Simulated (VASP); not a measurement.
# GaCuSe2 (I-42d) in VASP: single point with r2SCAN

Aim: the single point of GaCuSe2 with r2SCAN.

Everything below comes from runs of VASP 6.6.1. Logs are shortened: lines on timing, memory, paths and dates and some standing lists are left out, and cuts for length are marked.

**Experimental background.**

From “Growth and anisotropy of transport properties of CuGaSe2 single crystals”, 2018, pmc:6251020, for a bulk crystal of GaCuSe2: band gap 1.7 eV.

The runs below are set against these values where they give the same quantity.

## (1) The cell of the first run

The structure is tetragonal, space group I-42d (No. 122). Conventional cell: a = 5.619 Å, b = 5.619 Å, c = 11.026 Å, α = 90.00°, β = 90.00°, γ = 90.00°. Ga (site symmetry -4) has 4 Se at 2.42 Å within 3.2 Å. Cu (site symmetry -4) has 4 Se at 2.42 Å within 3.2 Å. Se (site symmetry 2) has 2 Ga at 2.42 Å and 2 Cu at 2.42 Å within 3.2 Å.

## (2) Single point, r2SCAN

File POSCAR:

```
GaCuSe2
1.0
   -2.8095500000      2.8095500000      5.5130000000
    2.8095500000     -2.8095500000      5.5130000000
    2.8095500000      2.8095500000     -5.5130000000
Ga Cu Se
2 2 4
Direct
    0.5000000000      0.5000000000      0.0000000000
    0.2500000000      0.7500000000      0.5000000000
    0.0000000000      0.0000000000      0.0000000000
    0.7500000000      0.2500000000      0.5000000000
    0.3750000000      0.3756200000      0.5006200000
    0.6243800000      0.1250000000      0.9993800000
    0.8750000000      0.8743800000      0.4993800000
    0.1256200000      0.6250000000      0.0006200000
```

File INCAR.step1:

```
SYSTEM = GaCuSe2
ALGO = Normal
EDIFF = 1E-5
ENCUT = 660
GGA = PE
GGA_COMPAT = .False.
ISMEAR = 0
LASPH = .True.
LCHARG = .False.
LREAL = .False.
LWAVE = .True.
NBANDS = 46
NELM = 120
PREC = Accurate
SIGMA = 0.1
```

File INCAR.step2:

```
SYSTEM = GaCuSe2
ALGO = Normal
EDIFF = 1E-6
ENCUT = 660
GGA_COMPAT = .False.
ISIF = 2
ISMEAR = 0
ISTART = 1
LASPH = .True.
LCHARG = .False.
LMIXTAU = .True.
LREAL = .False.
LWAVE = .False.
METAGGA = R2SCAN
NBANDS = 46
NELM = 120
PREC = Accurate
SIGMA = 0.1
```

File KPOINTS:

```
k-points
0
Gamma
  4 4 4
  0 0 0
```

Potentials or basis: VASP PAW PBE potentials, release 64 (Ga_d, Cu, Se).

The run is started by

```bash
> cat potpaw_PBE.64/Ga_d/POTCAR potpaw_PBE.64/Cu/POTCAR potpaw_PBE.64/Se/POTCAR > POTCAR
> cp INCAR.step1 INCAR
> mpirun -np 1 vasp_std > vasp.out
> cp INCAR.step2 INCAR
> mpirun -np 1 vasp_std > vasp.out
```

OUTCAR:

```text
SYSTEM = GaCuSe2
   EDIFF = 1E-6
   ENCUT = 660
   ISIF = 2
   ISMEAR = 0
   ISTART = 1
   LASPH = .True.
   LREAL = .False.
   METAGGA = R2SCAN
   NELM = 120
   PREC = Accurate

 ion  position               nearest neighbor table
   1  0.500  0.500  0.000-   7 2.42   8 2.42   5 2.42   6 2.42
   2  0.250  0.750  0.500-   5 2.42   6 2.42   8 2.42   7 2.42
   3  0.000  0.000  0.000-   6 2.42   8 2.42   7 2.42   5 2.42
   4  0.750  0.250  0.500-   5 2.42   7 2.42   6 2.42   8 2.42
   5  0.375  0.376  0.501-   2 2.42   1 2.42   4 2.42   3 2.42
   6  0.624  0.125  0.999-   2 2.42   1 2.42   4 2.42   3 2.42
   7  0.875  0.874  0.499-   1 2.42   2 2.42   3 2.42   4 2.42
   8  0.126  0.625  0.001-   1 2.42   2 2.42   3 2.42   4 2.42

  LATTYP: Found a body centered tetragonal cell.
 ALAT       =     5.6191000000
 C/A-ratio  =     1.9622359453

  Lattice vectors:

 A1 = (  -2.8095500000,   2.8095500000,   5.5130000000)
 A2 = (   2.8095500000,  -2.8095500000,   5.5130000000)
 A3 = (   2.8095500000,   2.8095500000,  -5.5130000000)

Analysis of symmetry for initial positions (statically):
=====================================================================
 Subroutine PRICEL returns:
 Original cell was already a primitive cell.

 Routine SETGRP: Setting up the symmetry group for a
 body centered tetragonal supercell.

 Subroutine GETGRP returns: Found  8 space group operations
 (whereof  4 operations were pure point group operations)
 out of a pool of 16 trial point group operations.

The static configuration has the point symmetry S_4 .
 The point group associated with its full space group is D_2d.

Analysis of symmetry for dynamics (positions and initial velocities):
=====================================================================
 Subroutine PRICEL returns:
 Original cell was already a primitive cell.

 Routine SETGRP: Setting up the symmetry group for a
 body centered tetragonal supercell.

 Subroutine GETGRP returns: Found  8 space group operations
 (whereof  4 operations were pure point group operations)
 out of a pool of 16 trial point group operations.

The dynamic configuration has the point symmetry S_4 .
 The point group associated with its full space group is D_2d.

 Subroutine INISYM returns: Found  8 space group operations
 (whereof  4 operations are pure point group operations),
 and found     1 'primitive' translations

----------------------------------------------------------------------------------------

                                     Primitive cell

  volume of cell :     174.0690

  direct lattice vectors                    reciprocal lattice vectors
    -2.809550000  2.809550000  5.513000000     0.000000000  0.177964443  0.090694722
     2.809550000 -2.809550000  5.513000000     0.177964443  0.000000000  0.090694722
     2.809550000  2.809550000 -5.513000000     0.177964443  0.177964443  0.000000000

  length of vectors
     6.795609715  6.795609715  6.795609715     0.199742022  0.199742022  0.251679728

  position of ions in fractional coordinates (direct lattice)
     0.500000000  0.500000000  0.000000000
     0.250000000  0.750000000  0.500000000
     0.000000000  0.000000000  0.000000000
     0.750000000  0.250000000  0.500000000
     0.375000000  0.375620000  0.500620000
     0.624380000  0.125000000  0.999380000
     0.875000000  0.874380000  0.499380000
     0.125620000  0.625000000  0.000620000

  ion indices of the primitive-cell ions
   primitive index   ion index
                 1           1
                 2           2
                 3           3
                 4           4
                 5           5
                 6           6
                 7           7
                 8           8

----------------------------------------------------------------------------------------

 KPOINTS: k-points

Automatic generation of k-mesh.
 Grid dimensions read from file:
 generate k-points for:    4    4    4

 Generating k-lattice:

  Cartesian coordinates                     Fractional coordinates (reciprocal lattice)
     0.000000000  0.044491111  0.022673680     0.250000000  0.000000000  0.000000000
     0.044491111  0.000000000  0.022673680     0.000000000  0.250000000  0.000000000
     0.044491111  0.044491111  0.000000000     0.000000000  0.000000000  0.250000000

  Length of vectors
     0.049935506  0.049935506  0.062919932

  Shift w.r.t. Gamma in fractional coordinates (k-lattice)
     0.000000000  0.000000000  0.000000000

 Subroutine IBZKPT returns following result:
 ===========================================

 Found     13 irreducible k-points:

 Following reciprocal coordinates:
            Coordinates               Weight
  0.000000  0.000000  0.000000      1.000000
  0.250000  0.000000  0.000000      8.000000
  0.500000  0.000000  0.000000      4.000000
  0.250000  0.250000  0.000000      8.000000
  0.500000  0.250000  0.000000     16.000000
 -0.250000  0.250000  0.000000      4.000000
  0.500000  0.500000  0.000000      2.000000
  0.250000  0.250000  0.250000      2.000000
 -0.250000  0.250000  0.250000      4.000000
  0.500000  0.500000  0.250000      4.000000
 -0.250000  0.500000  0.250000      8.000000
 -0.250000 -0.250000  0.250000      2.000000
  0.500000  0.500000  0.500000      1.000000
   k-points           NKPTS =     13   k-points in BZ     NKDIM =     13   number of bands    NBANDS=     46
   number of dos      NEDOS =    301   number of ions     NIONS =      8
   total plane-waves  NPLWV = 216000
   dimension x,y,z NGX =    60 NGY =   60 NGZ =   60
   dimension x,y,z NGXF=   120 NGYF=  120 NGZF=  120
   ions per type =               2   2   4
   NGX,Y,Z   is equivalent  to a cutoff of  14.68, 14.68, 14.68 a.u.
   NGXF,Y,Z  is equivalent  to a cutoff of  29.36, 29.36, 29.36 a.u.
 SYSTEM =  GaCuSe2
   PREC   = accura    normal or accurate (medium, high low for compatibility)
   ISTART =      1    job   : 0-new  1-cont  2-samecut
   ICHARG =      0    charge: 1-file 2-atom 10-const
   ISPIN  =      1    spin polarized calculation?
   LNONCOLLINEAR =      F non collinear calculations
   LSORBIT =      F    spin-orbit coupling
   LASPH  =      T    aspherical Exc in radial PAW
   ENCUT  =  660.0 eV  48.51 Ry    6.96 a.u.  14.23 14.23 14.23*2*pi/ulx,y,z
   NELM   =    120;   NELMIN=  2; NELMDL=  0     # of ELM steps
   EDIFF  = 0.1E-05   stopping-criterion for ELM
   LREAL  =      F    real-space projection
   EDIFFG = 0.1E-04   stopping-criterion for IOM
   NSW    =      0    number of steps for IOM
   IBRION =     -1    ionic relax: 0-MD 1-quasi-New 2-CG
   NFREE  =      0    steps in history (QN), initial steepest desc. (CG)
   ISIF   =      2    stress and relaxation
   ISYM   =      2    0-nonsym 1-usesym 2-fastsym
   POTIM  = 0.5000    time-step for ionic-motion
   TEBEG  =    0.0;   TEEND  =   0.0 temperature during run
   PSTRESS=    0.0 pullay stress
   NELECT =      72.0000    total number of electrons
   NUPDOWN=      -1.0000    fix difference up-down
   EMIN   =  10.00;   EMAX   =-10.00  energy-range for DOS
   EFERMI =   0.00;   METHOD = LEGACY
   ISMEAR =     0;   SIGMA  =   0.10  broadening in eV -4-tet -1-fermi 0-gaus
   EFERMI_NEDOS =   21; number of points for ismear=-14 and -15
   IALGO  =     38    algorithm
   IMIX   =      4    mixing-type and parameters
     AMIX     =   0.40;   BMIX     =  1.00
     AMIX_MAG =   1.60;   BMIX_MAG =  1.00
  volume/ion in A,a.u.               =      21.76       146.83
  Fermi-wavevector in a.u.,A,eV,Ry     =   1.219772  2.305034 20.243327  1.487843
  Thomas-Fermi vector in A             =   2.355012
   LORBIT       =      0    0 simple, 1 ext, 2 COOP (PROOUT), +10 PAW based schemes
   METAGGA = R2SCAN    functional components
   LHFCALC =     F    Hartree Fock is set to
   AEXX    =    0.0000 exact exchange contribution
   IVDW    =     0    specifies the selected vdW correction
   LEPSILON=     F    determine dielectric tensor
   LRPA    =     F    only Hartree local field effects (RPA)
 non-spin polarized calculation
 Gauss-broadening in eV      SIGMA  =   0.10
  energy-cutoff  :      660.00
  volume of cell :      174.07
 maximum number of plane-waves:      6728
 NGX is ok and might be reduce to    60
   NGX = 29   NGY = 29   NGZ = 29

 number of electron      71.9999994 magnetization

 Free energy of the ion-electron system (eV)
  ---------------------------------------------------
  ext. energy  EPLUGINS =         0.00000000
  ---------------------------------------------------
  free energy    TOTEN  =      -106.39511670 eV

  energy without entropy =     -106.39511662  energy(sigma->0) =     -106.39511666

 E-fermi :   4.1625     XC(G=0): -10.2549

 val. band max:        3.8468309894   @ k =   0.0000   0.0000   0.0000
 cond. band min:       4.4781573889   @ k =   0.0000   0.0000   0.0000
 fundamental gap:      0.6313263995
 Fermi energy:         4.1624972362

 k-point     1 :       0.0000    0.0000    0.0000
  band No.  band energies     occupation
      1     -12.3183      2.00000
      2     -12.3183      2.00000
      3     -12.3175      2.00000
      4     -12.1449      2.00000
      5     -12.1286      2.00000
      6     -12.1286      2.00000
[... 38 lines left out ...]
     45       9.0214      0.00000
     46       9.3337      0.00000

 k-point     2 :       0.2500    0.0000    0.0000
  band No.  band energies     occupation
      1     -12.3283      2.00000
      2     -12.3204      2.00000
      3     -12.3065      2.00000
      4     -12.1690      2.00000
      5     -12.1396      2.00000
      6     -12.1264      2.00000
[... 38 lines left out ...]
     45       9.3930      0.00000
     46       9.9110      0.00000

 k-point     3 :       0.5000    0.0000    0.0000
  band No.  band energies     occupation
      1     -12.3362      2.00000
      2     -12.3244      2.00000
      3     -12.2912      2.00000
      4     -12.1990      2.00000
      5     -12.1413      2.00000
      6     -12.1246      2.00000
[... 38 lines left out ...]
     45       9.7356      0.00000
     46       9.7640      0.00000

 k-point     4 :       0.2500    0.2500    0.0000
  band No.  band energies     occupation
      1     -12.3330      2.00000
      2     -12.3268      2.00000
      3     -12.2882      2.00000
      4     -12.2024      2.00000
      5     -12.1366      2.00000
      6     -12.1293      2.00000
[... 381 lines left out ...]
     45       9.8426      0.00000
     46       9.9539      0.00000

 k-point    12 :      -0.2500   -0.2500    0.2500
  band No.  band energies     occupation
      1     -12.3200      2.00000
      2     -12.3200      2.00000
      3     -12.3031      2.00000
      4     -12.1916      2.00000
      5     -12.1244      2.00000
      6     -12.1244      2.00000
[... 38 lines left out ...]
     45       9.5113      0.00000
     46       9.5113      0.00000

 k-point    13 :       0.5000    0.5000    0.5000
  band No.  band energies     occupation
      1     -12.3217      2.00000
      2     -12.3217      2.00000
      3     -12.2598      2.00000
      4     -12.2598      2.00000
      5     -12.1202      2.00000
      6     -12.1202      2.00000
[... 38 lines left out ...]
     45      10.9845      0.00000
     46      10.9846      0.00000

------------------------ aborting loop because EDIFF is reached ----------------------------------------

  FORCE on cell =-STRESS in cart. coord.  units (eV):
  Direction    XX          YY          ZZ          XY          YZ          ZX
  --------------------------------------------------------------------------------------
  -------------------------------------------------------------------------------------
  Total        0.3581790      0.3581790      0.5437194      0.0000000      0.0000000      0.0000000
  in kB        3.2967738      3.2967738      5.0045369      0.0000000      0.0000000      0.0000000
  external PRESSURE =       3.8660282 kB  Pullay stress =       0.0000000 kB

 VOLUME and BASIS-vectors are now :
 -----------------------------------------------------------------------------
  energy-cutoff  :      660.00
  volume of cell :      174.07
      direct lattice vectors                 reciprocal lattice vectors
    -2.809550000  2.809550000  5.513000000     0.000000000  0.177964443  0.090694722
     2.809550000 -2.809550000  5.513000000     0.177964443  0.000000000  0.090694722
     2.809550000  2.809550000 -5.513000000     0.177964443  0.177964443  0.000000000

 POSITION                                       TOTAL-FORCE (eV/Angst)
 -----------------------------------------------------------------------------------
      0.00000      0.00000      5.51300         0.000000      0.000000     -0.000000
      2.80955     -0.00000      2.75650         0.000000     -0.000000      0.000000
      0.00000      0.00000      0.00000         0.000000      0.000000      0.000000
     -0.00000      2.80955      2.75650         0.000000     -0.000000      0.000000
      1.40826      1.40478      1.37825        -0.222144     -0.000000     -0.000000
      1.40477      4.21084     -1.37825         0.000000      0.222144      0.000000
      1.40129      1.40477      6.89125         0.222144     -0.000000      0.000000
      1.40478     -1.40129      4.13475         0.000000     -0.222144     -0.000000
 -----------------------------------------------------------------------------------
    total drift:                               -0.000000     -0.000000     -0.000001

  FREE ENERGIE OF THE ION-ELECTRON SYSTEM (eV)
  ---------------------------------------------------
  free  energy   TOTEN  =      -106.3951167031 eV

  energy  without entropy=     -106.3951166202  energy(sigma->0) =     -106.39511666
```

Wall time 16 min (1 thread of Intel Xeon 8259CL, shared host); peak memory 0.63 GiB.

Results:

| Property | Result |
| --- | --- |
| Free energy | -106.3951 eV |
| Pressure | 0.4 GPa |
| Largest force | 0.222 eV/Å |
| Band gap on the k mesh | 0.63 eV |

Forces on the atoms (eV/Å):
```
Ga   0.000  0.000  0.000
Ga   0.000  0.000  0.000
Cu   0.000  0.000  0.000
Cu   0.000  0.000  0.000
Se  -0.222  0.000  0.000
Se   0.000  0.222  0.000
Se   0.222  0.000  0.000
Se   0.000 -0.222  0.000
```

Caveat: semilocal functionals underestimate gaps, and a narrow one can read as zero; the PAW data sets were made with another functional, which shifts forces and pressure a little.

## (3) How close it comes

Step 2. A measured gap of GaCuSe2 is 1.7 eV (“Growth and anisotropy of transport properties of CuGaSe2 single crystals”, 2018, pmc:6251020); the calculated 0.63 eV misses it by -1.07 eV. So large a miss can be the level of theory's own, or it may mean another phase, state or a wrong row. 2 values of this kind are on record in papers (1.7 to 1.72 eV); this one was drawn at random among those near their median. Spin-orbit coupling on Ga, Se is left out. The value is that of r2SCAN, without temperature or zero-point motion.
